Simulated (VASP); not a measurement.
# Ir (Fm-3m) in VASP: a series of runs

The runs below take Ir through single point, with PBE.

Everything below comes from runs of VASP 6.6.1. Logs are shortened: lines on timing, memory, paths and dates and some standing lists are left out, and cuts for length are marked.

**1. The cell of the first run**

The structure is cubic, space group Fm-3m (No. 225). The conventional cell has a = 3.872 Å, b = 3.872 Å, c = 3.872 Å, α = 90.00°, β = 90.00°, γ = 90.00°. Within 3.6 Å of Ir (site symmetry m-3m) lie 12 Ir at 2.74 Å.

**2. Single point, PBE**

INCAR reads:

```
PREC = Accurate ; ENCUT = 520
EDIFF = 1E-7 ; ISMEAR = -1
SIGMA = 1.0 ; LREAL = F
LASPH = T ; NELM = 80
ALGO = Normal ; ISIF = 2
LWAVE = F ; LCHARG = F
GGA = PE ; NBANDS = 10
```

KPOINTS reads:

```
Automatic mesh
0
Gamma
  14 14 14
```

POSCAR reads:

```
Ir
1.0
    0.0000000000      1.9360622002      1.9360622002
    1.9360622002      0.0000000000      1.9360622002
    1.9360622002      1.9360622002      0.0000000000
Ir
1
Direct
    0.0000000000      0.0000000000      0.0000000000
```

Potentials or basis: VASP PAW PBE potentials, release 64 (Ir).

The run is started by

```sh
$ cat potpaw_PBE.64/Ir/POTCAR > POTCAR
$ mpirun -np 1 vasp_std > vasp.out
```

OUTCAR:

```text
PREC = Accurate
   ENCUT = 520
   EDIFF = 1E-7
   ISMEAR = -1
   LREAL = F
   LASPH = T
   NELM = 80
   ISIF = 2
   GGA = PE

 ion  position               nearest neighbor table
   1  0.000  0.000  0.000-

  LATTYP: Found a face centered cubic cell.
 ALAT       =     3.8721244004

  Lattice vectors:

 A1 = (   0.0000000000,   1.9360622002,   1.9360622002)
 A2 = (   1.9360622002,   0.0000000000,   1.9360622002)
 A3 = (   1.9360622002,   1.9360622002,   0.0000000000)

Analysis of symmetry for initial positions (statically):
=====================================================================
 Subroutine PRICEL returns:
 Original cell was already a primitive cell.

 Routine SETGRP: Setting up the symmetry group for a
 face centered cubic supercell.

 Subroutine GETGRP returns: Found 48 space group operations
 (whereof 48 operations were pure point group operations)
 out of a pool of 48 trial point group operations.

The static configuration has the point symmetry O_h .

Analysis of symmetry for dynamics (positions and initial velocities):
=====================================================================
 Subroutine PRICEL returns:
 Original cell was already a primitive cell.

 Routine SETGRP: Setting up the symmetry group for a
 face centered cubic supercell.

 Subroutine GETGRP returns: Found 48 space group operations
 (whereof 48 operations were pure point group operations)
 out of a pool of 48 trial point group operations.

The dynamic configuration has the point symmetry O_h .

 Subroutine INISYM returns: Found 48 space group operations
 (whereof 48 operations are pure point group operations),
 and found     1 'primitive' translations

----------------------------------------------------------------------------------------

                                     Primitive cell

  volume of cell :      14.5140

  direct lattice vectors                    reciprocal lattice vectors
     0.000000000  1.936062200  1.936062200    -0.258256166  0.258256166  0.258256166
     1.936062200  0.000000000  1.936062200     0.258256166 -0.258256166  0.258256166
     1.936062200  1.936062200  0.000000000     0.258256166  0.258256166 -0.258256166

  length of vectors
     2.738005421  2.738005421  2.738005421     0.447312800  0.447312800  0.447312800

  position of ions in fractional coordinates (direct lattice)
     0.000000000  0.000000000  0.000000000

  ion indices of the primitive-cell ions
   primitive index   ion index
                 1           1

----------------------------------------------------------------------------------------

 KPOINTS: Automatic mesh

Automatic generation of k-mesh.
 Grid dimensions read from file:
 generate k-points for:   14   14   14

 Generating k-lattice:

  Cartesian coordinates                     Fractional coordinates (reciprocal lattice)
    -0.018446869  0.018446869  0.018446869     0.071428571  0.000000000  0.000000000
     0.018446869 -0.018446869  0.018446869     0.000000000  0.071428571  0.000000000
     0.018446869  0.018446869 -0.018446869     0.000000000  0.000000000  0.071428571

  Length of vectors
     0.031950914  0.031950914  0.031950914

  Shift w.r.t. Gamma in fractional coordinates (k-lattice)
     0.000000000  0.000000000  0.000000000

 Subroutine IBZKPT returns following result:
 ===========================================

 Found    104 irreducible k-points:

 Following reciprocal coordinates:
            Coordinates               Weight
  0.000000  0.000000  0.000000      1.000000
  0.071429  0.000000  0.000000      8.000000
  0.142857  0.000000  0.000000      8.000000
  0.214286  0.000000  0.000000      8.000000
  0.285714  0.000000  0.000000      8.000000
  0.357143  0.000000  0.000000      8.000000
[... 16 lines left out ...]
  0.214286  0.142857  0.000000     24.000000
  0.285714  0.142857  0.000000     24.000000
 [... further k-points ...]
   k-points           NKPTS =    104   k-points in BZ     NKDIM =    104   number of bands    NBANDS=     10
   number of dos      NEDOS =    301   number of ions     NIONS =      1
   total plane-waves  NPLWV =   8000
   dimension x,y,z NGX =    20 NGY =   20 NGZ =   20
   dimension x,y,z NGXF=    40 NGYF=   40 NGZF=   40
   ions per type =               1
   NGX,Y,Z   is equivalent  to a cutoff of  12.14, 12.14, 12.14 a.u.
   NGXF,Y,Z  is equivalent  to a cutoff of  24.29, 24.29, 24.29 a.u.
 SYSTEM =  unknown system
   PREC   = accura    normal or accurate (medium, high low for compatibility)
   ISTART =      0    job   : 0-new  1-cont  2-samecut
   ICHARG =      2    charge: 1-file 2-atom 10-const
   ISPIN  =      1    spin polarized calculation?
   LNONCOLLINEAR =      F non collinear calculations
   LSORBIT =      F    spin-orbit coupling
   LASPH  =      T    aspherical Exc in radial PAW
   ENCUT  =  520.0 eV  38.22 Ry    6.18 a.u.   5.09  5.09  5.09*2*pi/ulx,y,z
   NELM   =     80;   NELMIN=  2; NELMDL= -5     # of ELM steps
   EDIFF  = 0.1E-06   stopping-criterion for ELM
   LREAL  =      F    real-space projection
   EDIFFG = 0.1E-05   stopping-criterion for IOM
   NSW    =      0    number of steps for IOM
   IBRION =     -1    ionic relax: 0-MD 1-quasi-New 2-CG
   NFREE  =      0    steps in history (QN), initial steepest desc. (CG)
   ISIF   =      2    stress and relaxation
   ISYM   =      2    0-nonsym 1-usesym 2-fastsym
   POTIM  = 0.5000    time-step for ionic-motion
   TEBEG  =    0.0;   TEEND  =   0.0 temperature during run
   PSTRESS=    0.0 pullay stress
   NELECT =       9.0000    total number of electrons
   NUPDOWN=      -1.0000    fix difference up-down
   EMIN   =  10.00;   EMAX   =-10.00  energy-range for DOS
   EFERMI =   0.00;   METHOD = LEGACY
   ISMEAR =    -1;   SIGMA  =   1.00  broadening in eV -4-tet -1-fermi 0-gaus
   EFERMI_NEDOS =   21; number of points for ismear=-14 and -15
   IALGO  =     38    algorithm
   IMIX   =      4    mixing-type and parameters
     AMIX     =   0.40;   BMIX     =  1.00
     AMIX_MAG =   1.60;   BMIX_MAG =  1.00
  volume/ion in A,a.u.               =      14.51        97.95
  Fermi-wavevector in a.u.,A,eV,Ry     =   1.396024  2.638104 26.516181  1.948884
  Thomas-Fermi vector in A             =   2.519419
   LORBIT       =      0    0 simple, 1 ext, 2 COOP (PROOUT), +10 PAW based schemes
   GGA     = PE    functional components
   LHFCALC =     F    Hartree Fock is set to
   AEXX    =    0.0000 exact exchange contribution
   IVDW    =     0    specifies the selected vdW correction
   LEPSILON=     F    determine dielectric tensor
   LRPA    =     F    only Hartree local field effects (RPA)
 non-spin polarized calculation
  energy-cutoff  :      520.00
  volume of cell :       14.51
 maximum number of plane-waves:       399
   NGX = 11   NGY = 11   NGZ = 11

 number of electron       8.9999999 magnetization

 Free energy of the ion-electron system (eV)
  ---------------------------------------------------
  ext. energy  EPLUGINS =         0.00000000
  ---------------------------------------------------
  free energy    TOTEN  =       -10.43048266 eV

  energy without entropy =       -7.48839757  energy(sigma->0) =       -8.95944012

 E-fermi :  10.1454     XC(G=0): -13.8208

 val. band max:       10.1250674162   @ k =  -0.2857   0.3571   0.0714
 cond. band min:      10.1967570227   @ k =  -0.4286   0.4286   0.0000
 fundamental gap:      0.0716896065
 Fermi energy:        10.1453552624

 k-point     1 :       0.0000    0.0000    0.0000
  band No.  band energies     occupation
      1      -0.8731      1.99997
      2       6.3381      1.95655
      3       6.3381      1.95655
      4       6.3381      1.95655
      5       8.9179      1.54673
      6       8.9179      1.54673
      7      24.3460      0.00000
      8      29.7495      0.00000
      9      29.7495      0.00000
     10      29.7495      0.00000

 k-point     2 :       0.0714    0.0000    0.0000
  band No.  band energies     occupation
      1      -0.6527      1.99996
      2       6.2220      1.96122
      3       6.4323      1.95236
      4       6.4323      1.95236
      5       8.8586      1.56718
      6       8.8586      1.56718
      7      24.7225      0.00000
      8      28.6238      0.00000
      9      30.1096      0.00000
     10      30.1096      0.00000

 k-point     3 :       0.1429    0.0000    0.0000
  band No.  band energies     occupation
      1      -0.0289      1.99992
      2       5.9553      1.97016
      3       6.6507      1.94107
      4       6.6507      1.94107
      5       8.7668      1.59753
      6       8.7668      1.59753
      7      25.6732      0.00000
      8      26.6834      0.00000
      9      31.1332      0.00000
     10      31.1332      0.00000

 k-point     4 :       0.2143    0.0000    0.0000
  band No.  band energies     occupation
      1       0.8568      1.99982
      2       5.7674      1.97521
      3       6.7861      1.93282
      4       6.7861      1.93282
      5       8.8908      1.55616
      6       8.8908      1.55616
      7      24.6403      0.00000
      8      26.6306      0.00000
      9      32.6336      0.00000
     10      32.6336      0.00000

 k-point     5 :       0.2857    0.0000    0.0000
  band No.  band energies     occupation
      1       1.6844      1.99958
      2       6.0330      1.96779
      3       6.6827      1.93922
      4       6.6827      1.93922
      5       9.3991      1.35672
      6       9.3991      1.35672
      7      22.5827      0.00001
      8      26.2405      0.00000
      9      33.4574      0.00000
     10      33.4574      0.00000

 k-point     6 :       0.3571    0.0000    0.0000
  band No.  band energies     occupation
      1       2.1037      1.99936
      2       6.4665      1.95074
      3       6.4665      1.95074
      4       7.0574      1.91279
      5      10.1059      1.01970
      6      10.1059      1.01970
      7      20.2990      0.00008
      8      25.0082      0.00000
      9      31.6187      0.00000
     10      31.6187      0.00000

 k-point     7 :       0.4286    0.0000    0.0000
  band No.  band energies     occupation
      1       2.1922      1.99930
      2       6.2896      1.95856
      3       6.2896      1.95856
      4       8.4928      1.67846
      5      10.7107      0.72462
      6      10.7107      0.72462
      7      18.1072      0.00070
      8      24.1383      0.00000
      9      30.1093      0.00000
     10      30.1093      0.00000

 k-point     8 :       0.5000    0.0000    0.0000
  band No.  band energies     occupation
      1       2.1933      1.99930
      2       6.2240      1.96114
      3       6.2240      1.96114
      4       9.2716      1.41107
      5      10.9506      0.61783
      6      10.9506      0.61783
      7      17.0708      0.00196
      8      23.8514      0.00000
      9      29.5589      0.00000
     10      29.5589      0.00000

 k-point     9 :       0.0714    0.0714    0.0000
  band No.  band energies     occupation
      1      -0.5787      1.99996
      2       6.1157      1.96506
      3       6.5031      1.94895
      4       6.5031      1.94895
      5       8.6630      1.62985
      6       9.0043      1.51575
      7      24.8540      0.00000
      8      28.9163      0.00000
      9      29.8517      0.00000
     10      29.8517      0.00000
[... 118 lines left out ...]
 k-point    19 :      -0.2143    0.0714    0.0000
  band No.  band energies     occupation
      1       1.3466      1.99970
      2       5.6063      1.97886
      3       6.7661      1.93410
      4       6.9274      1.92301
      5       8.5157      1.67223
      6       9.5962      1.26787
      7      24.1425      0.00000
      8      26.9238      0.00000
      9      31.2923      0.00000
     10      32.5800      0.00000

 k-point    20 :      -0.1429    0.0714    0.0000
  band No.  band energies     occupation
      1       0.4318      1.99988
      2       5.7266      1.97619
      3       6.7974      1.93207
      4       6.8283      1.93002
      5       8.3742      1.70919
      6       9.1351      1.46615
      7      26.0201      0.00000
      8      26.3754      0.00000
      9      30.4182      0.00000
     10      32.5469      0.00000

 k-point    21 :      -0.0714    0.0714    0.0000
  band No.  band energies     occupation
      1      -0.2956      1.99994
      2       6.0173      1.96828
      3       6.5663      1.94571
      4       6.6185      1.94289
      5       8.6028      1.64766
      6       8.9635      1.53057
      7      25.3082      0.00000
      8      27.6860      0.00000
      9      29.9310      0.00000
     10      31.0371      0.00000

 k-point    22 :       0.1429    0.1429    0.0000
  band No.  band energies     occupation
      1       0.2601      1.99990
      2       5.5387      1.98023
      3       6.9919      1.91809
      4       6.9919      1.91809
      5       8.0072      1.78911
      6       9.2518      1.41923
      7      26.2604      0.00000
      8      27.9798      0.00000
      9      29.8598      0.00000
     10      29.8598      0.00000

 k-point    23 :       0.2143    0.1429    0.0000
  band No.  band energies     occupation
      1       0.9509      1.99980
      2       5.2059      1.98579
      3       7.1070      1.90856
      4       7.2966      1.89051
      5       7.9377      1.80188
      6       9.4444      1.33678
      7      26.7298      0.00000
      8      27.2746      0.00000
      9      29.8112      0.00000
     10      30.3907      0.00000

 k-point    24 :       0.2857    0.1429    0.0000
  band No.  band energies     occupation
      1       1.8267      1.99951
      2       5.0237      1.98814
      3       6.6830      1.93920
      4       7.4118      1.87796
      5       8.7025      1.61780
      6       9.8374      1.15279
      7      24.7131      0.00000
      8      27.6711      0.00000
      9      29.6624      0.00000
     10      30.7312      0.00000

 [... further k-points ...]
[... 5 lines left out ...]
  --------------------------------------------------------------------------------------
  -------------------------------------------------------------------------------------
  Total        2.2336697      2.2336697      2.2336697     -0.0000000     -0.0000000      0.0000000
  in kB      246.5707858    246.5707858    246.5707858     -0.0000000     -0.0000000      0.0000000
  external PRESSURE =     246.5707858 kB  Pullay stress =       0.0000000 kB

 VOLUME and BASIS-vectors are now :
 -----------------------------------------------------------------------------
  energy-cutoff  :      520.00
  volume of cell :       14.51
      direct lattice vectors                 reciprocal lattice vectors
     0.000000000  1.936062200  1.936062200    -0.258256166  0.258256166  0.258256166
     1.936062200  0.000000000  1.936062200     0.258256166 -0.258256166  0.258256166
     1.936062200  1.936062200  0.000000000     0.258256166  0.258256166 -0.258256166

 POSITION                                       TOTAL-FORCE (eV/Angst)
 -----------------------------------------------------------------------------------
      0.00000      0.00000      0.00000         0.000000      0.000000      0.000000
 -----------------------------------------------------------------------------------
    total drift:                                0.000000      0.000000     -0.000000

  FREE ENERGIE OF THE ION-ELECTRON SYSTEM (eV)
  ---------------------------------------------------
  free  energy   TOTEN  =       -10.4304826624 eV

  energy  without entropy=       -7.4883975730  energy(sigma->0) =       -8.95944012
```

Run time: 23 s. Hardware: 1 thread of Intel Xeon 8259CL, shared host; peak memory 0.14 GiB.

Results:

```yaml
Free_energy: -10.4305 eV
Pressure: 24.7 GPa
```

Caveat: spin-orbit coupling is left out, which moves the levels of the heavy elements.

**3. Single point, PBE**

INCAR reads:

```
PREC     = Accurate       # precision mode
ENCUT    = 520            # plane-wave cutoff, eV
EDIFF    = 1E-6           # SCF threshold, eV
ISMEAR   = 0              # smearing method
SIGMA    = 0.01           # smearing width, eV
LREAL    = False          # projectors in reciprocal space
LASPH    = True           # aspherical terms in the spheres
NELM     = 100            # most SCF steps
ALGO     = Normal         # electronic algorithm
ISIF     = 2              # what is computed and relaxed
LWAVE    = False          # write WAVECAR
LCHARG   = True           # write CHGCAR
GGA      = PE             # functional
LELF     = True           # ELF
LVHAR    = True         
NBANDS   = 10             # bands
```

KPOINTS reads:

```
regular mesh
0
Gamma
  14 14 14
```

POSCAR is that of step 2.

Potentials or basis: VASP PAW PBE potentials, release 64 (Ir).

The run is started by

```sh
$ cat potpaw_PBE.64/Ir/POTCAR > POTCAR
$ mpirun -np 1 vasp_std > vasp.out
```

It used 22 s of CPU time on 1 thread of Intel Xeon 8259CL (shared host).

It converged, with:

| Quantity | Value |
| --- | --- |
| Free energy | -8.8385 eV |
| Pressure | 0.3 GPa |

Levels at points of the mesh, in eV from the Fermi level:
```tsv
k point	band 1	band 2	band 3	band 4	band 5	band 6	band 7	band 8	band 9
(0.00, 0.00, 0.00)	-10.74	-3.63	-3.63	-3.63	-1.05	-1.05	14.48	19.91	19.91
(0.50, 0.00, 0.00)	-7.73	-3.73	-3.73	-0.59	0.96	0.96	7.11	14.02	19.67
(0.50, 0.50, 0.00)	-7.52	-6.96	0.92	1.51	1.51	1.81	10.27	11.69	11.69
```

Caveat: spin-orbit coupling is left out, which moves the levels of the heavy elements.

(Continued in part 2 of 2.)
